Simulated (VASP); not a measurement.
# BN (P6_3/mmc) in VASP: settings compared, part 2 of 3

VASP 6.6.1. The steps go on from the part before.

**3. Single point, PBE**

File INCAR:

```
SYSTEM = BN
ALGO = Normal ; EDIFF = 1E-7
ENCUT = 520 ; GGA = PE
ISIF = 2 ; ISMEAR = 0
LASPH = .True. ; LCHARG = .True.
LELF = .True. ; LREAL = .False.
LVHAR = .True. ; LWAVE = .False.
NBANDS = 16 ; NELM = 80
PREC = Accurate ; SIGMA = 0.01
```

File KPOINTS:

```
k-points
0
Gamma
  6 6 2
  0 0 0
```

File POSCAR:

```
BN
1.0
    2.5005825875      0.0000000000      0.0000000000
   -1.2502912938      2.1655680450      0.0000000000
    0.0000000000      0.0000000000      6.5236359444
B N
2 2
Direct
    0.3333333333      0.6666666667      0.2500000000
    0.6666666667      0.3333333333      0.7500000000
    0.3333333333      0.6666666667      0.7500000000
    0.6666666667      0.3333333333      0.2500000000
```

Potentials or basis: VASP PAW PBE potentials, release 64 (B, N).

The run is started by

```
$ cat potpaw_PBE.64/B/POTCAR potpaw_PBE.64/N/POTCAR > POTCAR
$ mpirun -np 1 vasp_std > vasp.out
```

OUTCAR:

```text
SYSTEM = BN
   EDIFF = 1E-7
   ENCUT = 520
   GGA = PE
   ISIF = 2
   ISMEAR = 0
   LASPH = .True.
   LREAL = .False.
   NELM = 80
   PREC = Accurate

 ion  position               nearest neighbor table
   1  0.333  0.667  0.250-   4 1.44   4 1.44   4 1.44
   2  0.667  0.333  0.750-   3 1.44   3 1.44   3 1.44
   3  0.333  0.667  0.750-   2 1.44   2 1.44   2 1.44
   4  0.667  0.333  0.250-   1 1.44   1 1.44   1 1.44

  LATTYP: Found a hexagonal cell.
 ALAT       =     2.5005825875
 C/A-ratio  =     2.6088464252

  Lattice vectors:

 A1 = (   2.5005825875,   0.0000000000,   0.0000000000)
 A2 = (  -1.2502912938,   2.1655680450,   0.0000000000)
 A3 = (   0.0000000000,   0.0000000000,   6.5236359444)

Analysis of symmetry for initial positions (statically):
=====================================================================
 Subroutine PRICEL returns:
 Original cell was already a primitive cell.

 Routine SETGRP: Setting up the symmetry group for a
 hexagonal supercell.

 Subroutine GETGRP returns: Found 24 space group operations
 (whereof 12 operations were pure point group operations)
 out of a pool of 24 trial point group operations.

The static configuration has the point symmetry D_3d.
 The point group associated with its full space group is D_6h.

Analysis of symmetry for dynamics (positions and initial velocities):
=====================================================================
 Subroutine PRICEL returns:
 Original cell was already a primitive cell.

 Routine SETGRP: Setting up the symmetry group for a
 hexagonal supercell.

 Subroutine GETGRP returns: Found 24 space group operations
 (whereof 12 operations were pure point group operations)
 out of a pool of 24 trial point group operations.

The dynamic configuration has the point symmetry D_3d.
 The point group associated with its full space group is D_6h.

 Subroutine INISYM returns: Found 24 space group operations
 (whereof 12 operations are pure point group operations),
 and found     1 'primitive' translations

----------------------------------------------------------------------------------------

                                     Primitive cell

  volume of cell :      35.3267

  direct lattice vectors                    reciprocal lattice vectors
     2.500582587  0.000000000  0.000000000     0.399906808  0.230886303  0.000000000
    -1.250291294  2.165568045  0.000000000     0.000000000  0.461772606  0.000000000
     0.000000000  0.000000000  6.523635944     0.000000000  0.000000000  0.153288750

  length of vectors
     2.500582587  2.500582587  6.523635944     0.461772606  0.461772606  0.153288750

  position of ions in fractional coordinates (direct lattice)
     0.333333333  0.666666667  0.250000000
     0.666666667  0.333333333  0.750000000
     0.333333333  0.666666667  0.750000000
     0.666666667  0.333333333  0.250000000

  ion indices of the primitive-cell ions
   primitive index   ion index
                 1           1
                 2           2
                 3           3
[... 29 lines left out ...]
            Coordinates               Weight
  0.000000  0.000000  0.000000      1.000000
  0.166667 -0.000000  0.000000      6.000000
  0.333333 -0.000000  0.000000      6.000000
  0.500000 -0.000000  0.000000      3.000000
  0.166667  0.166667  0.000000      6.000000
  0.333333  0.166667  0.000000     12.000000
  0.333333  0.333333  0.000000      2.000000
  0.000000  0.000000  0.500000      1.000000
  0.166667 -0.000000  0.500000      6.000000
  0.333333 -0.000000  0.500000      6.000000
  0.500000 -0.000000  0.500000      3.000000
  0.166667  0.166667  0.500000      6.000000
  0.333333  0.166667  0.500000     12.000000
  0.333333  0.333333  0.500000      2.000000
   k-points           NKPTS =     14   k-points in BZ     NKDIM =     14   number of bands    NBANDS=     16
   number of dos      NEDOS =    301   number of ions     NIONS =      4
   total plane-waves  NPLWV =  20000
   dimension x,y,z NGX =    20 NGY =   20 NGZ =   50
   dimension x,y,z NGXF=    40 NGYF=   40 NGZF=  100
   ions per type =               2   2
   NGX,Y,Z   is equivalent  to a cutoff of  13.30, 13.30, 12.74 a.u.
   NGXF,Y,Z  is equivalent  to a cutoff of  26.59, 26.59, 25.48 a.u.
 SYSTEM =  BN
   PREC   = accura    normal or accurate (medium, high low for compatibility)
   ISTART =      0    job   : 0-new  1-cont  2-samecut
   ICHARG =      2    charge: 1-file 2-atom 10-const
   ISPIN  =      1    spin polarized calculation?
   LNONCOLLINEAR =      F non collinear calculations
   LSORBIT =      F    spin-orbit coupling
   LASPH  =      T    aspherical Exc in radial PAW
   ENCUT  =  520.0 eV  38.22 Ry    6.18 a.u.   4.65  4.65 12.13*2*pi/ulx,y,z
   NELM   =     80;   NELMIN=  2; NELMDL= -5     # of ELM steps
   EDIFF  = 0.1E-06   stopping-criterion for ELM
   LREAL  =      F    real-space projection
   EDIFFG = 0.1E-05   stopping-criterion for IOM
   NSW    =      0    number of steps for IOM
   IBRION =     -1    ionic relax: 0-MD 1-quasi-New 2-CG
   NFREE  =      0    steps in history (QN), initial steepest desc. (CG)
   ISIF   =      2    stress and relaxation
   ISYM   =      2    0-nonsym 1-usesym 2-fastsym
   POTIM  = 0.5000    time-step for ionic-motion
   TEBEG  =    0.0;   TEEND  =   0.0 temperature during run
   PSTRESS=    0.0 pullay stress
   NELECT =      16.0000    total number of electrons
   NUPDOWN=      -1.0000    fix difference up-down
   EMIN   =  10.00;   EMAX   =-10.00  energy-range for DOS
   EFERMI =   0.00;   METHOD = LEGACY
   ISMEAR =     0;   SIGMA  =   0.01  broadening in eV -4-tet -1-fermi 0-gaus
   EFERMI_NEDOS =   21; number of points for ismear=-14 and -15
   IALGO  =     38    algorithm
   IMIX   =      4    mixing-type and parameters
     AMIX     =   0.40;   BMIX     =  1.00
     AMIX_MAG =   1.60;   BMIX_MAG =  1.00
  volume/ion in A,a.u.               =       8.83        59.60
  Fermi-wavevector in a.u.,A,eV,Ry     =   1.257228  2.375816 21.505658  1.580621
  Thomas-Fermi vector in A             =   2.390897
   LORBIT       =      0    0 simple, 1 ext, 2 COOP (PROOUT), +10 PAW based schemes
   GGA     = PE    functional components
   LHFCALC =     F    Hartree Fock is set to
   AEXX    =    0.0000 exact exchange contribution
   IVDW    =     0    specifies the selected vdW correction
   LEPSILON=     F    determine dielectric tensor
   LRPA    =     F    only Hartree local field effects (RPA)
 non-spin polarized calculation
 Gauss-broadening in eV      SIGMA  =   0.01
  energy-cutoff  :      520.00
  volume of cell :       35.33
 maximum number of plane-waves:       973
 NGX is ok and might be reduce to    20
   NGX =  9   NGY =  9   NGZ = 25

 number of electron      15.9999997 magnetization

 Free energy of the ion-electron system (eV)
  ---------------------------------------------------
  ext. energy  EPLUGINS =         0.00000000
  ---------------------------------------------------
  free energy    TOTEN  =       -35.13517199 eV

  energy without entropy =      -35.13517199  energy(sigma->0) =      -35.13517199

 E-fermi :   2.4937     XC(G=0): -10.1953

 val. band max:        2.4344640323   @ k =   0.3333   0.3333   0.5000
 cond. band min:       6.6935641696   @ k =   0.5000  -0.0000   0.0000
 fundamental gap:      4.2591001373
 Fermi energy:         2.4937466489

 k-point     1 :       0.0000    0.0000    0.0000
  band No.  band energies     occupation
      1     -15.4071      2.00000
      2     -15.0708      2.00000
      3      -3.8780      2.00000
      4      -1.5668      2.00000
      5       1.1096      2.00000
      6       1.1096      2.00000
[... 243 lines left out ...]
      3      -5.4777      2.00000
      4      -5.4777      2.00000
      5      -4.7199      2.00000
      6      -4.7199      2.00000
[... 8 lines left out ...]
     15      20.2254      0.00000
     16      20.2257      0.00000

------------------------ aborting loop because EDIFF is reached ----------------------------------------

  FORCE on cell =-STRESS in cart. coord.  units (eV):
  Direction    XX          YY          ZZ          XY          YZ          ZX
  --------------------------------------------------------------------------------------
  -------------------------------------------------------------------------------------
  Total        1.1757919      1.1757919      0.7765627     -0.0000000     -0.0000000      0.0000000
  in kB       53.3259115     53.3259115     35.2195969     -0.0000000     -0.0000000      0.0000000
  external PRESSURE =      47.2904733 kB  Pullay stress =       0.0000000 kB

 VOLUME and BASIS-vectors are now :
 -----------------------------------------------------------------------------
  energy-cutoff  :      520.00
  volume of cell :       35.33
      direct lattice vectors                 reciprocal lattice vectors
     2.500582587  0.000000000  0.000000000     0.399906808  0.230886303  0.000000000
    -1.250291294  2.165568045  0.000000000     0.000000000  0.461772606  0.000000000
     0.000000000  0.000000000  6.523635944     0.000000000  0.000000000  0.153288750

 POSITION                                       TOTAL-FORCE (eV/Angst)
 -----------------------------------------------------------------------------------
     -0.00000      1.44371      1.63091         0.000000      0.000000      0.000000
      1.25029      0.72186      4.89273        -0.000000     -0.000000      0.000000
     -0.00000      1.44371      4.89273        -0.000000      0.000000      0.000000
      1.25029      0.72186      1.63091        -0.000000      0.000000      0.000000
 -----------------------------------------------------------------------------------
    total drift:                               -0.000000      0.000000      0.000000

  FREE ENERGIE OF THE ION-ELECTRON SYSTEM (eV)
  ---------------------------------------------------
  free  energy   TOTEN  =       -35.1351719915 eV

  energy  without entropy=      -35.1351719915  energy(sigma->0) =      -35.13517199
```

OSZICAR:

```text
N       E                     dE             d eps       ncg     rms          rms(c)
DAV:   1     0.473241592443E+02    0.47324E+02   -0.80939E+03   448   0.935E+02
DAV:   2    -0.352342866563E+02   -0.82558E+02   -0.73835E+02   616   0.219E+02
DAV:   3    -0.386775438858E+02   -0.34433E+01   -0.34288E+01   568   0.439E+01
DAV:   4    -0.386983289407E+02   -0.20785E-01   -0.20783E-01   600   0.380E+00
DAV:   5    -0.386985105754E+02   -0.18163E-03   -0.18163E-03   536   0.337E-01    0.113E+01
DAV:   6    -0.354914021852E+02    0.32071E+01   -0.51122E+00   560   0.175E+01    0.507E+00
DAV:   7    -0.352116625297E+02    0.27974E+00   -0.55311E-01   584   0.553E+00    0.317E+00
DAV:   8    -0.351386733975E+02    0.72989E-01   -0.22804E-01   536   0.320E+00    0.457E-01
DAV:   9    -0.351341909559E+02    0.44824E-02   -0.13993E-02   552   0.971E-01    0.198E-01
DAV:  10    -0.351350696100E+02   -0.87865E-03   -0.12500E-03   512   0.269E-01    0.344E-02
DAV:  11    -0.351351608821E+02   -0.91272E-04   -0.94047E-05   552   0.782E-02    0.256E-02
DAV:  12    -0.351351717614E+02   -0.10879E-04   -0.27720E-05   512   0.372E-02    0.266E-03
DAV:  13    -0.351351718844E+02   -0.12297E-06   -0.72929E-07   624   0.644E-03    0.888E-04
DAV:  14    -0.351351719906E+02   -0.10622E-06   -0.15208E-07   472   0.259E-03    0.179E-04
DAV:  15    -0.351351719915E+02   -0.86720E-09   -0.19363E-09   344   0.358E-04
   1 F= -.35135172E+02 E0= -.35135172E+02  d E =-.171074E-18
```

Wall time 21 s (1 thread of Intel Xeon 8259CL, shared host); peak memory 0.15 GiB.

What came out:

| Property | Result |
| --- | --- |
| Free energy | -35.1352 eV |
| Pressure | 4.7 GPa |
| Band gap on the k mesh | 4.26 eV, indirect (least direct gap 4.65 eV) |

Stress tensor (GPa, compression positive):
```
5.33 0.00 0.00
0.00 5.33 0.00
0.00 0.00 3.52
```

Caveat: the k points lie up to 0.48 Å⁻¹ apart; this functional lacks dispersion, which binds the layers, so the pressure and a relaxed spacing across them are unreliable.

**4. Single point, PBE**

File INCAR:

```
SYSTEM = BN
PREC = Accurate ; ENCUT = 520
EDIFF = 1E-6 ; ISMEAR = -1
SIGMA = 0.02 ; LREAL = .False.
LASPH = .True. ; NELM = 60
ALGO = Normal ; ISIF = 2
LWAVE = .False. ; LCHARG = .False.
GGA = PE ; NBANDS = 16
```

File KPOINTS:

```
Automatic mesh
0
Gamma
  12 12 4
  0 0 0
```

POSCAR is that of step 3.

Potentials or basis: VASP PAW PBE potentials, release 64 (B, N).

The run is started by

```
$ cat potpaw_PBE.64/B/POTCAR potpaw_PBE.64/N/POTCAR > POTCAR
$ mpirun -np 1 vasp_std > vasp.out
```

OUTCAR:

```text
SYSTEM = BN
   PREC = Accurate
   ENCUT = 520
   EDIFF = 1E-6
   ISMEAR = -1
   LREAL = .False.
   LASPH = .True.
   NELM = 60
   ISIF = 2
   GGA = PE

 ion  position               nearest neighbor table
   1  0.333  0.667  0.250-   4 1.44   4 1.44   4 1.44
   2  0.667  0.333  0.750-   3 1.44   3 1.44   3 1.44
   3  0.333  0.667  0.750-   2 1.44   2 1.44   2 1.44
   4  0.667  0.333  0.250-   1 1.44   1 1.44   1 1.44

  LATTYP: Found a hexagonal cell.
 ALAT       =     2.5005825875
 C/A-ratio  =     2.6088464252
[... 655 lines left out ...]
  Direction    XX          YY          ZZ          XY          YZ          ZX
  --------------------------------------------------------------------------------------
  -------------------------------------------------------------------------------------
  Total        1.1834680      1.1834680      0.7680162     -0.0000000      0.0000000      0.0000000
  in kB       53.6740495     53.6740495     34.8319834     -0.0000000      0.0000000      0.0000000
  external PRESSURE =      47.3933608 kB  Pullay stress =       0.0000000 kB

 VOLUME and BASIS-vectors are now :
 -----------------------------------------------------------------------------
  energy-cutoff  :      520.00
  volume of cell :       35.33
      direct lattice vectors                 reciprocal lattice vectors
     2.500582587  0.000000000  0.000000000     0.399906808  0.230886303  0.000000000
    -1.250291294  2.165568045  0.000000000     0.000000000  0.461772606  0.000000000
     0.000000000  0.000000000  6.523635944     0.000000000  0.000000000  0.153288750

 POSITION                                       TOTAL-FORCE (eV/Angst)
 -----------------------------------------------------------------------------------
     -0.00000      1.44371      1.63091         0.000000     -0.000000      0.000000
      1.25029      0.72186      4.89273        -0.000000      0.000000      0.000000
     -0.00000      1.44371      4.89273         0.000000     -0.000000      0.000000
      1.25029      0.72186      1.63091        -0.000000      0.000000      0.000000
 -----------------------------------------------------------------------------------
    total drift:                               -0.000000      0.000000      0.000000

  FREE ENERGIE OF THE ION-ELECTRON SYSTEM (eV)
  ---------------------------------------------------
  free  energy   TOTEN  =       -35.1368316593 eV

  energy  without entropy=      -35.1368316593  energy(sigma->0) =      -35.13683166
```

stdout:

```text
POSCAR found type information on POSCAR B N
 POSCAR found :  2 types and       4 ions
 scaLAPACK will be used
 LDA part: xc-table for (Slater+PW92), standard interpolation
 POSCAR, INCAR and KPOINTS ok, starting setup
 FFT: planning ... GRIDC
 FFT: planning ... GRID_SOFT
 FFT: planning ... GRID
 WAVECAR not read
 entering main loop
```

Wall time 64 s (1 thread of Intel Xeon 8259CL, shared host); peak memory 0.16 GiB.

Results:

- Free energy: -35.1368 eV
- Pressure: 4.7 GPa
- Band gap on the k mesh: 4.25 eV, indirect (least direct gap 4.65 eV)

Caveat: this functional lacks dispersion, which binds the layers, so the pressure and a relaxed spacing across them are unreliable. A k mesh can miss the band edges.

**5. Single point, LDA**

File INCAR:

```
SYSTEM = BN
PREC     = Accurate       ! precision mode
ENCUT    = 520            ! plane-wave cutoff, eV
EDIFF    = 1E-6           ! SCF threshold, eV
ISMEAR   = 0              ! smearing method
SIGMA    = 0.01           ! smearing width, eV
LREAL    = .FALSE.        ! projectors in reciprocal space
LASPH    = .TRUE.         ! aspherical terms in the spheres
NELM     = 60             ! most SCF steps
ALGO     = Normal         ! electronic algorithm
ISIF     = 2              ! what is computed and relaxed
LWAVE    = .FALSE.        ! write WAVECAR
LCHARG   = .FALSE.        ! write CHGCAR
GGA      = CA             ! functional
NBANDS   = 16             ! bands
```

File KPOINTS:

```
Automatic mesh
0
G
  12 12 4
  0 0 0
```

POSCAR is that of step 4.

Potentials or basis: VASP PAW LDA potentials, release 64 (B, N).

The run is started by

```
$ cat potpaw_LDA.64/B/POTCAR potpaw_LDA.64/N/POTCAR > POTCAR
$ mpirun -np 1 vasp_std > vasp.out
```

It took 47 s on 1 thread of Intel Xeon 8259CL, shared host; peak memory 0.15 GiB.

The run converged. Its results:

```
Free energy            : -38.5769 eV
Pressure               : -3.1 GPa
Band gap on the k mesh : 4.04 eV, indirect (least direct gap 4.45 eV)
```

Stress tensor (GPa, compression positive):
```
-4.43  0.00  0.00
 0.00 -4.43  0.00
 0.00  0.00 -0.34
```

Levels at points of the mesh, in eV from the valence-band top:
```csv
k point,band 6,band 7,band 8,band 9,band 10,band 11
"(0.00, 0.00, 0.00)",-1.35,-1.31,-1.31,5.05,10.25,11.44
"(0.50, 0.00, 0.00)",-4.11,-1.56,-0.41,4.04,5.60,9.51
"(0.00, 0.00, 0.50)",-1.33,-1.33,-1.33,7.57,7.57,11.51
"(0.50, 0.00, 0.50)",-4.15,-0.96,-0.96,4.54,4.54,9.94
```

A k mesh can miss the band edges.

[end of part 2 of 3]
